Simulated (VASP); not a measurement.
Wanted: the native input for a VASP 6.6.1 run.

| Quantity | Value |
| --- | --- |
| Task | single point |
| Functional | PBE |
| Potentials or basis | VASP PAW PBE potentials, release 64 (Sr_sv, Al, O) |
| Cutoff | 520 eV |
| k mesh | 6 × 6 × 4 |
| Occupations | gaussian, width 0.1 eV |
| Spin | no spin polarisation |
| Dipole correction | no |
| Further INCAR settings | ALGO = Normal; EDIFF = 1e-07; NBANDS = 30 |

The structure of Sr3Al2O lies in POSCAR:

```
Sr3Al2O
1.0
    5.3898442068     -0.0000000031      0.0000000000
   -2.6949221007      4.6677420071      0.0000000000
    0.0000000000      0.0000000000     10.5655010674
Sr Al O
3 2 1
Direct
    0.0000000000      0.0000000000      0.2006068921
    0.0000000000      0.0000000000      0.7993931079
    0.3333333333      0.6666666667      0.5000000000
    0.6666666667      0.3333333333      0.6179737253
    0.6666666667      0.3333333333      0.3820262747
    0.0000000000      0.0000000000      0.0000000000
```

The input as run:

INCAR

```
ALGO = Normal
EDIFF = 1E-7
ENCUT = 520
GGA = PE
ISIF = 2
ISMEAR = 0
LASPH = True
LCHARG = False
LREAL = False
LWAVE = False
NBANDS = 30
NELM = 80
PREC = Accurate
SIGMA = 0.1
```

KPOINTS

```
k-points
0
Gamma
  6 6 4
```

Potentials or basis: VASP PAW PBE potentials, release 64 (Sr_sv, Al, O).

Run with:

```bash
$ cat potpaw_PBE.64/Sr_sv/POTCAR potpaw_PBE.64/Al/POTCAR potpaw_PBE.64/O/POTCAR > POTCAR
$ mpirun -np 1 vasp_std > vasp.out
```

It gave:

```yaml
Pressure: 0.1 GPa
Largest_force: 0.185 eV/Å
Band_gap_on_the_k_mesh: zero (band 21 reaches 0.54 eV, above the bottom of band 22 at 0.47 eV)
```

Wall time 2.4 min on 1 thread of Intel(R) Xeon(R) 6975P-C (Granite Rapids), on a shared host, peak memory 0.45 GiB.
